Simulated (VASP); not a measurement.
Crystal: LaOs3.

```
CELL_PARAMETERS angstrom
4.14707 0.00000 0.00000
0.00000 4.14707 0.00000
0.00000 0.00000 4.14707
ATOMIC_POSITIONS crystal
La 0.00000 0.00000 0.00000
Os 0.00000 0.50000 0.50000
Os 0.50000 0.50000 0.00000
Os 0.50000 0.00000 0.50000
```

Base run:

```yaml
Program: VASP 6.6.1
Functional: PBE
Potentials_or_basis: VASP PAW PBE potentials, release 64 (La, Os)
Cutoff: 520 eV
k_mesh: 8 × 8 × 8
Occupations: gaussian, width 0.05 eV
Spin: no spin polarisation
```

Its results: band gap on the k mesh zero (an odd number of electrons rules out a gap without spin polarisation); pressure 0.1 GPa.

Question: The run is repeated on the same cell with these changes: functional from PBE to PBEsol; further incar settings from ALGO = Fast; EDIFF = 1e-07; NBANDS = 26 to ALGO = Normal; EDIFF = 1e-06; NBANDS = 26. What comes out?

Answer: Band gap on the k mesh zero (an odd number of electrons rules out a gap without spin polarisation); pressure -7.6 GPa.

Caveats: spin-orbit coupling is left out, which moves the levels of the heavy elements; the cell stands under tension (at least some runs); the PAW data sets were made with another functional, which shifts forces and pressure a little (at least some runs).
